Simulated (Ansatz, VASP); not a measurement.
**TiO2: VASP beside Ansatz**

```
Ti O
1.0
     4.50114    0.00000    0.00000
     0.00000    4.50114    0.00000
     0.00000    0.00000    2.91593
Ti O
2 4
Direct
  0.50000 0.50000 0.00000
  0.00000 0.00000 0.50000
  0.69714 0.69714 0.50000
  0.80286 0.19714 0.00000
  0.19714 0.80286 0.00000
  0.30286 0.30286 0.50000
```

Change from the starting cell: equal strain along all axes, cell held, atoms relaxed: -3.0 %.

Alike in both runs: functional PBE; k mesh 6 × 6 × 10; occupations gaussian, width 0.02 eV; no spin polarisation; Hubbard terms Ti d U = 4.0 eV.

Ansatz relaxed the structure, and its values are those at the end. VASP's run is a single point on that final structure, the one shown.

|  | VASP | Ansatz |
| --- | --- | --- |
| version | VASP 6.6.1 | Ansatz 0.2.0 |
| potentials or method | VASP PAW PBE potentials, release 64 (Ti_sv, O), cutoff 520 eV | scalar-relativistic, plane waves, PAW |
| valence electrons in the cell | 48 | 48 |

VASP gave:

```
gap on the k mesh at the Fermi level (eV) : 2.46
least direct gap on the mesh (eV)         : 2.46
pressure (GPa)                            : 29.3
rms of the force components (eV/Å)        : 0.060
```

**Question.** Estimate Ansatz's values.

**Answer.** gap on the k mesh at the Fermi level (eV): 2.41; least direct gap on the mesh (eV): 2.45; pressure (GPa): 23.8; rms of the force components (eV/Å): 0.000.

The programs project onto different local orbitals, so the same U acts differently, and such runs can settle in different states. Ansatz's warnings: stress scf threshold loose.
